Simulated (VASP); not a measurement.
# MgO2 (R-3m) in VASP: a series of runs

MgO2 is run at these levels: PBEsol; tasks: single point, relaxation of cell and atoms.

All numbers are computed with VASP 6.6.1; they aren't measurements. Logs are shortened: lines on timing, memory, paths and dates and some standing lists are left out, and cuts for length are marked.

### 1 The cell of the first run

Symmetry: R-3m, No. 166, trigonal system. The conventional cell has a = 3.168 Å, b = 3.168 Å, c = 10.372 Å, α = 90.00°, β = 90.00°, γ = 120.00°. Mg (site symmetry -3m) has 6 O at 2.08 Å within 2.8 Å. O (site symmetry 3m) has 1 O at 1.47 Å within 2.0 Å.

### 2 Single point, PBEsol

INCAR reads:

```
SYSTEM = MgO2
PREC = Accurate
ENCUT = 520
EDIFF = 1E-6
ISMEAR = 0
SIGMA = 0.02
LREAL = .FALSE.
LASPH = .TRUE.
NELM = 80
ALGO = Normal
ISIF = 2
LWAVE = .FALSE.
LCHARG = .FALSE.
GGA = PS
NBANDS = 14
```

KPOINTS reads:

```
regular mesh
0
G
  12 12 12
  0 0 0
```

POSCAR reads:

```
MgO2
1.0
    1.5838234698      0.9144209066      3.4573706250
   -1.5838234698      0.9144209066      3.4573706250
    0.0000000000     -1.8288418132      3.4573706250
Mg O
1 2
Direct
    0.0000000000      0.0000000000      0.0000000000
    0.4291433728      0.4291433728      0.4291433728
    0.5708566272      0.5708566272      0.5708566272
```

Potentials or basis: VASP PAW PBE potentials, release 64 (Mg, O).

Launch:

```
cat potpaw_PBE.64/Mg/POTCAR potpaw_PBE.64/O/POTCAR > POTCAR
mpirun -np 1 vasp_std > vasp.out
```

OUTCAR:

```text
SYSTEM = MgO2
   PREC = Accurate
   ENCUT = 520
   EDIFF = 1E-6
   ISMEAR = 0
   LREAL = .FALSE.
   LASPH = .TRUE.
   NELM = 80
   ISIF = 2
   GGA = PS

 ion  position               nearest neighbor table
   1  0.000  0.000  0.000-   3 2.08   2 2.08   3 2.08   3 2.08   2 2.08   2 2.08
   2  0.429  0.429  0.429-   3 1.47   1 2.08   1 2.08   1 2.08
   3  0.571  0.571  0.571-   2 1.47   1 2.08   1 2.08   1 2.08

  LATTYP: Found a trigonal (rhomboedric) cell.
 ALAT       =     3.9112752417
 COS(alpha) =     0.6720506411

  Lattice vectors:

 A1 = (   1.5838234698,   0.9144209066,   3.4573706250)
 A2 = (  -1.5838234698,   0.9144209066,   3.4573706250)
 A3 = (   0.0000000000,  -1.8288418132,   3.4573706250)

Analysis of symmetry for initial positions (statically):
=====================================================================
 Subroutine PRICEL returns:
 Original cell was already a primitive cell.

 Routine SETGRP: Setting up the symmetry group for a
 trigonal (rhombohedral) supercell.

 Subroutine GETGRP returns: Found 12 space group operations
 (whereof 12 operations were pure point group operations)
 out of a pool of 12 trial point group operations.

The static configuration has the point symmetry D_3d.

Analysis of symmetry for dynamics (positions and initial velocities):
=====================================================================
 Subroutine PRICEL returns:
 Original cell was already a primitive cell.

 Routine SETGRP: Setting up the symmetry group for a
 trigonal (rhombohedral) supercell.

 Subroutine GETGRP returns: Found 12 space group operations
 (whereof 12 operations were pure point group operations)
 out of a pool of 12 trial point group operations.

The dynamic configuration has the point symmetry D_3d.

 Subroutine INISYM returns: Found 12 space group operations
 (whereof 12 operations are pure point group operations),
 and found     1 'primitive' translations

----------------------------------------------------------------------------------------

                                     Primitive cell

  volume of cell :      30.0435

  direct lattice vectors                    reciprocal lattice vectors
     1.583823470  0.914420907  3.457370625     0.315691748  0.182264716  0.096412381
    -1.583823470  0.914420907  3.457370625    -0.315691748  0.182264716  0.096412381
     0.000000000 -1.828841813  3.457370625     0.000000000 -0.364529432  0.096412381

  length of vectors
     3.911275242  3.911275242  3.911275242     0.377063726  0.377063726  0.377063726

  position of ions in fractional coordinates (direct lattice)
     0.000000000  0.000000000  0.000000000
     0.429143373  0.429143373  0.429143373
     0.570856627  0.570856627  0.570856627

  ion indices of the primitive-cell ions
   primitive index   ion index
                 1           1
                 2           2
                 3           3

----------------------------------------------------------------------------------------

 KPOINTS: regular mesh

Automatic generation of k-mesh.
 Grid dimensions read from file:
 generate k-points for:   12   12   12

 Generating k-lattice:

  Cartesian coordinates                     Fractional coordinates (reciprocal lattice)
     0.026307646  0.015188726  0.008034365     0.083333333  0.000000000  0.000000000
    -0.026307646  0.015188726  0.008034365     0.000000000  0.083333333  0.000000000
     0.000000000 -0.030377453  0.008034365     0.000000000  0.000000000  0.083333333

  Length of vectors
     0.031421977  0.031421977  0.031421977

  Shift w.r.t. Gamma in fractional coordinates (k-lattice)
     0.000000000  0.000000000  0.000000000

 Subroutine IBZKPT returns following result:
 ===========================================

 Found    189 irreducible k-points:

 Following reciprocal coordinates:
            Coordinates               Weight
  0.000000  0.000000  0.000000      1.000000
  0.083333  0.000000  0.000000      6.000000
  0.166667  0.000000 -0.000000      6.000000
  0.250000  0.000000  0.000000      6.000000
  0.333333  0.000000  0.000000      6.000000
  0.416667  0.000000  0.000000      6.000000
[... 16 lines left out ...]
  0.500000  0.166667  0.000000     12.000000
 -0.416667  0.166667 -0.000000     12.000000
 [... further k-points ...]
   k-points           NKPTS =    189   k-points in BZ     NKDIM =    189   number of bands    NBANDS=     14
   number of dos      NEDOS =    301   number of ions     NIONS =      3
   total plane-waves  NPLWV =  27000
   dimension x,y,z NGX =    30 NGY =   30 NGZ =   30
   dimension x,y,z NGXF=    60 NGYF=   60 NGZF=   60
   ions per type =               1   2
   NGX,Y,Z   is equivalent  to a cutoff of  12.75, 12.75, 12.75 a.u.
   NGXF,Y,Z  is equivalent  to a cutoff of  25.50, 25.50, 25.50 a.u.
 SYSTEM =  MgO2
   PREC   = accura    normal or accurate (medium, high low for compatibility)
   ISTART =      0    job   : 0-new  1-cont  2-samecut
   ICHARG =      2    charge: 1-file 2-atom 10-const
   ISPIN  =      1    spin polarized calculation?
   LNONCOLLINEAR =      F non collinear calculations
   LSORBIT =      F    spin-orbit coupling
   LASPH  =      T    aspherical Exc in radial PAW
   ENCUT  =  520.0 eV  38.22 Ry    6.18 a.u.   7.27  7.27  7.27*2*pi/ulx,y,z
   NELM   =     80;   NELMIN=  2; NELMDL= -5     # of ELM steps
   EDIFF  = 0.1E-05   stopping-criterion for ELM
   LREAL  =      F    real-space projection
   EDIFFG = 0.1E-04   stopping-criterion for IOM
   NSW    =      0    number of steps for IOM
   IBRION =     -1    ionic relax: 0-MD 1-quasi-New 2-CG
   NFREE  =      0    steps in history (QN), initial steepest desc. (CG)
   ISIF   =      2    stress and relaxation
   ISYM   =      2    0-nonsym 1-usesym 2-fastsym
   POTIM  = 0.5000    time-step for ionic-motion
   TEBEG  =    0.0;   TEEND  =   0.0 temperature during run
   PSTRESS=    0.0 pullay stress
   NELECT =      14.0000    total number of electrons
   NUPDOWN=      -1.0000    fix difference up-down
   EMIN   =  10.00;   EMAX   =-10.00  energy-range for DOS
   EFERMI =   0.00;   METHOD = LEGACY
   ISMEAR =     0;   SIGMA  =   0.02  broadening in eV -4-tet -1-fermi 0-gaus
   EFERMI_NEDOS =   21; number of points for ismear=-14 and -15
   IALGO  =     38    algorithm
   IMIX   =      4    mixing-type and parameters
     AMIX     =   0.40;   BMIX     =  1.00
     AMIX_MAG =   1.60;   BMIX_MAG =  1.00
  volume/ion in A,a.u.               =      10.01        67.58
  Fermi-wavevector in a.u.,A,eV,Ry     =   1.269212  2.398463 21.917610  1.610899
  Thomas-Fermi vector in A             =   2.402265
   LORBIT       =      0    0 simple, 1 ext, 2 COOP (PROOUT), +10 PAW based schemes
   GGA     = PS    functional components
   LHFCALC =     F    Hartree Fock is set to
   AEXX    =    0.0000 exact exchange contribution
   IVDW    =     0    specifies the selected vdW correction
   LEPSILON=     F    determine dielectric tensor
   LRPA    =     F    only Hartree local field effects (RPA)
 non-spin polarized calculation
 Gauss-broadening in eV      SIGMA  =   0.02
  energy-cutoff  :      520.00
  volume of cell :       30.04
 maximum number of plane-waves:       826
 NGX is ok and might be reduce to    30
   NGX = 15   NGY = 15   NGZ = 15

 number of electron      14.0000002 magnetization

 Free energy of the ion-electron system (eV)
  ---------------------------------------------------
  ext. energy  EPLUGINS =         0.00000000
  ---------------------------------------------------
  free energy    TOTEN  =       -17.22253066 eV

  energy without entropy =      -17.22253066  energy(sigma->0) =      -17.22253066

 E-fermi :   3.0773     XC(G=0): -10.6189

 val. band max:        2.9432469478   @ k =   0.5000   0.5000   0.5000
 cond. band min:       5.3919010595   @ k =   0.5000   0.5000   0.5000
 fundamental gap:      2.4486541117
 Fermi energy:         3.0773387254

 k-point     1 :       0.0000    0.0000    0.0000
  band No.  band energies     occupation
      1     -18.7247      2.00000
      2     -11.5438      2.00000
      3      -5.0765      2.00000
      4      -0.5704      2.00000
      5      -0.5704      2.00000
      6       2.0885      2.00000
      7       2.0885      2.00000
      8       7.5402      0.00000
      9       7.9743      0.00000
     10      15.1958      0.00000
     11      16.9246      0.00000
     12      17.7376      0.00000
     13      17.7376      0.00000
     14      19.7418      0.00000

 k-point     2 :       0.0833    0.0000    0.0000
  band No.  band energies     occupation
      1     -18.6913      2.00000
      2     -11.5656      2.00000
      3      -5.0220      2.00000
      4      -0.7782      2.00000
      5      -0.5964      2.00000
      6       2.0338      2.00000
      7       2.0564      2.00000
      8       7.7039      0.00000
      9       8.0877      0.00000
     10      15.2108      0.00000
     11      16.9979      0.00000
     12      17.0659      0.00000
     13      17.9371      0.00000
     14      19.4121      0.00000

 k-point     3 :       0.1667    0.0000   -0.0000
  band No.  band energies     occupation
      1     -18.5984      2.00000
      2     -11.6253      2.00000
      3      -4.8717      2.00000
      4      -1.3082      2.00000
      5      -0.6663      2.00000
      6       1.9090      2.00000
      7       1.9694      2.00000
      8       7.7914      0.00000
      9       8.6978      0.00000
     10      15.2361      0.00000
     11      15.8400      0.00000
     12      17.3465      0.00000
     13      18.5184      0.00000
     14      18.6847      0.00000

 k-point     4 :       0.2500    0.0000    0.0000
  band No.  band energies     occupation
      1     -18.4673      2.00000
      2     -11.7067      2.00000
      3      -4.6579      2.00000
      4      -1.9761      2.00000
      5      -0.7590      2.00000
      6       1.7932      2.00000
      7       1.8528      2.00000
      8       7.7011      0.00000
      9       9.6390      0.00000
     10      14.6843      0.00000
     11      15.4544      0.00000
     12      17.4540      0.00000
     13      18.1373      0.00000
     14      19.4124      0.00000

 k-point     5 :       0.3333    0.0000    0.0000
  band No.  band energies     occupation
      1     -18.3311      2.00000
      2     -11.7883      2.00000
      3      -4.4133      2.00000
      4      -2.6270      2.00000
      5      -0.8488      2.00000
      6       1.7385      2.00000
      7       1.7388      2.00000
      8       7.5252      0.00000
      9      10.5880      0.00000
     10      13.9490      0.00000
     11      15.5348      0.00000
[... 276 lines left out ...]
 k-point    22 :       0.4167    0.1667    0.0000
  band No.  band energies     occupation
      1     -18.2369      2.00000
      2     -11.9980      2.00000
      3      -3.9695      2.00000
      4      -2.7202      2.00000
      5      -1.2028      2.00000
      6       1.3387      2.00000
      7       2.1366      2.00000
      8       7.1912      0.00000
      9      11.4189      0.00000
     10      13.4202      0.00000
     11      15.0609      0.00000
     12      17.4306      0.00000
     13      18.3839      0.00000
     14      20.1693      0.00000

 k-point    23 :       0.5000    0.1667    0.0000
  band No.  band energies     occupation
      1     -18.1626      2.00000
      2     -11.9857      2.00000
      3      -3.8395      2.00000
      4      -3.1007      2.00000
      5      -1.3055      2.00000
      6       1.3472      2.00000
      7       1.9358      2.00000
      8       7.1721      0.00000
      9      12.2169      0.00000
     10      13.1006      0.00000
     11      15.3684      0.00000
     12      17.4404      0.00000
     13      17.8685      0.00000
     14      20.3805      0.00000

 k-point    24 :      -0.4167    0.1667   -0.0000
  band No.  band energies     occupation
      1     -18.1499      2.00000
      2     -11.9247      2.00000
      3      -4.0133      2.00000
      4      -3.0360      2.00000
      5      -1.3619      2.00000
      6       1.4155      2.00000
      7       1.7089      2.00000
      8       7.2681      0.00000
      9      12.2513      0.00000
     10      13.3252      0.00000
     11      15.6662      0.00000
     12      17.3742      0.00000
     13      17.6210      0.00000
     14      20.3721      0.00000

 [... further k-points ...]

------------------------ aborting loop because EDIFF is reached ----------------------------------------

  FORCE on cell =-STRESS in cart. coord.  units (eV):
  Direction    XX          YY          ZZ          XY          YZ          ZX
  --------------------------------------------------------------------------------------
  -------------------------------------------------------------------------------------
  Total       -0.1328683     -0.1328683      0.2031135      0.0000000      0.0000000      0.0000000
  in kB       -7.0856870     -7.0856870     10.8317669      0.0000000      0.0000000      0.0000000
  external PRESSURE =      -1.1132024 kB  Pullay stress =       0.0000000 kB

 VOLUME and BASIS-vectors are now :
 -----------------------------------------------------------------------------
  energy-cutoff  :      520.00
  volume of cell :       30.04
      direct lattice vectors                 reciprocal lattice vectors
     1.583823470  0.914420907  3.457370625     0.315691748  0.182264716  0.096412381
    -1.583823470  0.914420907  3.457370625    -0.315691748  0.182264716  0.096412381
     0.000000000 -1.828841813  3.457370625     0.000000000 -0.364529432  0.096412381

 POSITION                                       TOTAL-FORCE (eV/Angst)
 -----------------------------------------------------------------------------------
      0.00000      0.00000      0.00000        -0.000000     -0.000000      0.000000
      0.00000      0.00000      4.45112         0.000000      0.000000     -0.204926
      0.00000      0.00000      5.92099         0.000000      0.000000      0.204926
 -----------------------------------------------------------------------------------
    total drift:                                0.000000      0.000000      0.000000

  FREE ENERGIE OF THE ION-ELECTRON SYSTEM (eV)
  ---------------------------------------------------
  free  energy   TOTEN  =       -17.2225306577 eV

  energy  without entropy=      -17.2225306577  energy(sigma->0) =      -17.22253066
```

It took 3 min on 1 thread of Intel Xeon Platinum 8175M at 2.50GHz (Skylake/Cascade Lake), shared host; peak memory 0.22 GiB.

What came out:

```yaml
Free_energy: -17.2225 eV
Pressure: -0.1 GPa
Largest_force: 0.205 eV/Å
Band_gap_on_the_k_mesh: 2.45 eV, direct
```

Forces on the atoms (eV/Å):
```
Mg   0.000  0.000  0.000
O    0.000  0.000 -0.205
O    0.000  0.000  0.205
```

Caveat: the PAW data sets were made with another functional, which shifts forces and pressure a little.

### 3 Single point, PBEsol

INCAR reads:

```
SYSTEM = MgO2
  ALGO = Normal
  EDIFF = 1E-6
  ENCUT = 520
  GGA = PS
  ISIF = 2
  ISMEAR = 0
  LASPH = .True.
  LCHARG = .True.
  LELF = .True.
  LREAL = .False.
  LVHAR = .True.
  LWAVE = .False.
  NBANDS = 14
  NELM = 80
  PREC = Accurate
  SIGMA = 0.05
```

KPOINTS reads:

```
k-points
0
Gamma
  12 12 12
  0 0 0
```

POSCAR is that of step 2.

Potentials or basis: VASP PAW PBE potentials, release 64 (Mg, O).

Launch:

```
cat potpaw_PBE.64/Mg/POTCAR potpaw_PBE.64/O/POTCAR > POTCAR
mpirun -np 1 vasp_std > vasp.out
```

It took 2.9 min on 1 thread of Intel Xeon Platinum 8175M at 2.50GHz (Skylake/Cascade Lake), shared host; peak memory 0.22 GiB.

It converged, with:

```
Free energy            : -17.2225 eV
Pressure               : -0.1 GPa
Largest force          : 0.205 eV/Å
Band gap on the k mesh : 2.45 eV, direct
```

Forces in eV/Å, atoms in the order of the input:
```
Mg   0.000  0.000  0.000
O    0.000  0.000 -0.205
O    0.000  0.000  0.205
```

Stress tensor (GPa, compression positive):
```
-0.71  0.00  0.00
 0.00 -0.71  0.00
 0.00  0.00  1.08
```

Levels at points of the mesh, in eV from the valence-band top:
```
           k point  band 4  band 5  band 6  band 7  band 8  band 9  band 10  band 11
(0.00, 0.00, 0.00)   -3.51   -3.51   -0.85   -0.85    4.60    5.03    12.25    13.98
(0.50, 0.00, 0.00)   -6.36   -3.88   -1.32   -1.20    4.34    8.60    10.41    12.65
(0.50, 0.50, 0.00)   -5.68   -4.56   -2.26   -0.15    3.69    7.72    11.12    12.56
(0.50, 0.50, 0.50)   -4.05   -4.05    0.00    0.00    2.45    4.85     9.63    14.28
```

Caveat: the PAW data sets were made with another functional, which shifts forces and pressure a little. As with any semilocal functional, this PBEsol gap is likely too small.

### 4 Single point, PBEsol

INCAR reads:

```
ALGO     = Normal         # electronic algorithm
EDIFF    = 1E-6           # SCF threshold, eV
ENCUT    = 520            # plane-wave cutoff, eV
GGA      = PS             # functional
ISIF     = 2              # what is computed and relaxed
ISMEAR   = 0              # smearing method
LASPH    = T              # aspherical terms in the spheres
LCHARG   = T              # write CHGCAR
LELF     = T              # ELF
LREAL    = F              # projectors in reciprocal space
LVHAR    = T            
LWAVE    = F              # write WAVECAR
NBANDS   = 14             # bands
NELM     = 80             # most SCF steps
PREC     = Accurate       # precision mode
SIGMA    = 0.05           # smearing width, eV
```

KPOINTS reads:

```
k-points
0
Gamma
  12 12 12
```

POSCAR is that of step 3.

Launch:

```
cat potpaw_PBE.64/Mg/POTCAR potpaw_PBE.64/O/POTCAR > POTCAR
mpirun -np 1 vasp_std > vasp.out
```

It took 2.7 min on 1 thread of Intel Xeon Platinum 8175M at 2.50GHz (Skylake/Cascade Lake), shared host; peak memory 0.22 GiB.

It converged, with:

```
Free energy            : -17.2225 eV
Pressure               : -0.1 GPa
Largest force          : 0.205 eV/Å
Band gap on the k mesh : 2.45 eV, direct
```

Forces on the atoms (eV/Å):
```
Mg   0.000  0.000  0.000
O    0.000  0.000 -0.205
O    0.000  0.000  0.205
```

Stress tensor (GPa, compression positive):
```
-0.71  0.00  0.00
 0.00 -0.71  0.00
 0.00  0.00  1.08
```

Levels at points of the mesh, in eV from the valence-band top:
```
           k point  band 3  band 4  band 5  band 6  band 7  band 8  band 9  band 10  band 11  band 12
(0.00, 0.00, 0.00)   -8.02   -3.51   -3.51   -0.85   -0.85    4.60    5.03    12.25    13.98    14.79
(0.50, 0.00, 0.00)   -6.95   -6.36   -3.88   -1.32   -1.20    4.34    8.60    10.41    12.65    14.22
(0.50, 0.50, 0.00)   -6.27   -5.68   -4.56   -2.26   -0.15    3.69    7.72    11.12    12.56    12.94
(0.50, 0.50, 0.50)   -5.11   -4.05   -4.05    0.00    0.00    2.45    4.85     9.63    14.28    14.28
```

Caveat: the PAW data sets were made with another functional, which shifts forces and pressure a little. A hybrid or GW would open this gap; PBEsol tends to underestimate it.

[end of part 1 of 2]
